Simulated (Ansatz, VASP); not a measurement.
# One calculation of Si2W, two programs

File INCAR:

```
SYSTEM = Si2W
  PREC = Accurate
  ENCUT = 600
  EDIFF = 1E-7
  ISMEAR = 0
  SIGMA = 0.1
  LREAL = .False.
  LASPH = .True.
  NELM = 100
  ALGO = Normal
  ISIF = 3
  LWAVE = .False.
  LCHARG = .False.
  GGA = CA
  IBRION = 2
  NSW = 100
  EDIFFG = -0.005
```

File KPOINTS:

```
Automatic mesh
0
Gamma
  18 18 18
  0 0 0
```

POSCAR

```
Si2W
1.0
   -1.6073666700      1.6073666700      3.9010319200
    1.6073666700     -1.6073666700      3.9010319200
    1.6073666700      1.6073666700     -3.9010319200
Si W
2 1
Direct
    0.3349898400      0.3349898400      0.0000000000
    0.6650101600      0.6650101600      0.0000000000
    0.0000000000      0.0000000000      0.0000000000
```

Input for Ansatz:

```yaml
crystal:
  lattice:
    - [-1.60736667, 1.60736667, 3.90103192]
    - [1.60736667, -1.60736667, 3.90103192]
    - [1.60736667, 1.60736667, -3.90103192]
  atoms:
    - { symbol: Si, position: [0.33498984, 0.33498984, 0.0] }
    - { symbol: Si, position: [0.66501016, 0.66501016, 0.0] }
    - { symbol: W, position: [0.0, 0.0, 0.0] }
basis:
  ecutwfc: 420
kpoints:
  mp_grid: { grid: [18, 18, 18] }
hamiltonian:
  xc: lda
scf:
  occupations: { method: gaussian, width: 0.1 }
output:
  forces: true
  stress: true
  eigenvalues: true
  write_density: true
  write_potential: true
  elf: true
  volumetric_format: npy
relax:
  adjacent_minimum: "off"
  f_tol: 0.005
  max_steps: 80
  cell: { stress_tol: 0.05 }
```

Alike in both runs: task relaxation of cell and atoms; functional LDA; k mesh 18 × 18 × 18; occupations gaussian, width 0.1 eV; no spin polarisation.

```csv
,VASP,Ansatz
version,VASP 6.6.1,Ansatz 0.2.0
potentials or method,"VASP PAW LDA potentials, release 64 (Si, W_sv), cutoff 600 eV","scalar-relativistic, plane waves, PAW"
valence electrons in the cell,22,22
```

VASP gave:

| Property | Result |
| --- | --- |
| gap on the k mesh at the Fermi level, each at its own relaxed structure (eV) | none |
| relaxed volume (Å³/atom) | 13.19 |
| relaxed cell length with the largest relative difference (Å) | 4.496 |

**Question.** Estimate Ansatz's values.

**Answer.** gap on the k mesh at the Fermi level, each at its own relaxed structure (eV): none; relaxed volume (Å³/atom): 13.14; relaxed cell length with the largest relative difference (Å): 4.491.

LDA's correlation is that of Perdew and Zunger in VASP and of Perdew and Wang (1992) in Ansatz. A gap of «none» marks a metal or a gap that the smearing closes.

Spin-orbit coupling is off throughout.
